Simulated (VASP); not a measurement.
Set up this calculation in VASP 6.6.1, as the native input.

- Task: single point
- Functional: r2SCAN
- Potentials or basis: VASP PAW PBE potentials, release 64 (C)
- Cutoff: 520 eV
- k mesh: 14 × 14 × 14
- Occupations: gaussian, width 0.05 eV
- Spin: no spin polarisation
- Dipole correction: no
- Further INCAR settings: ALGO = Normal; EDIFF = 1e-06; NBANDS = 11

The system is C.

```
C
1.0
     0.00000    2.12676    3.50834
     1.22792    0.00000    3.50834
     1.22792    2.12676    0.00000
C
2
Direct
  0.16670 0.83330 0.16670
  0.83330 0.16670 0.83330
```

This cell differs from its parent crystal: strain +0.000 along x and y, -0.015 along z.

These files were run (other wordings do the same):

POSCAR

```
C
1.0
    0.0000000000      2.1267565396      3.5083372064
    1.2279212041      0.0000000000      3.5083372064
    1.2279212041      2.1267565396      0.0000000000
C
2
Direct
    0.1667039277      0.8332960723      0.1667039277
    0.8332960723      0.1667039277      0.8332960723
```

INCAR.step1

```
PREC = Accurate ; ENCUT = 520
ISMEAR = 0 ; SIGMA = 0.05
LREAL = F ; LASPH = T
NELM = 60 ; NBANDS = 11
GGA = PE ; ALGO = Normal
EDIFF = 1E-4 ; LWAVE = T
LCHARG = F
```

INCAR.step2

```
PREC = Accurate ; ENCUT = 520
EDIFF = 1E-6 ; ISMEAR = 0
SIGMA = 0.05 ; LREAL = F
LASPH = T ; NELM = 60
ALGO = Normal ; ISIF = 2
LWAVE = F ; LCHARG = F
METAGGA = R2SCAN ; LMIXTAU = T
NBANDS = 11 ; ISTART = 1
```

KPOINTS

```
Automatic mesh
0
Gamma
  14 14 14
```

Potentials or basis: VASP PAW PBE potentials, release 64 (C).

Command:

```bash
$ cat potpaw_PBE.64/C/POTCAR > POTCAR
$ cp INCAR.step1 INCAR
$ mpirun -np 1 vasp_std > vasp.out
$ cp INCAR.step2 INCAR
$ mpirun -np 1 vasp_std > vasp.out
```

It gave:

```json
{
  "Pressure": "0.7 GPa"
}
```

Caveat: the cell differs from its parent crystal (strain +0.000 along x and y, -0.015 along z); the PAW data sets were made with another functional, which shifts forces and pressure a little.

Wall time 5.9 min on 1 thread of Intel Xeon 8259CL, on a shared host, peak memory 0.19 GiB.
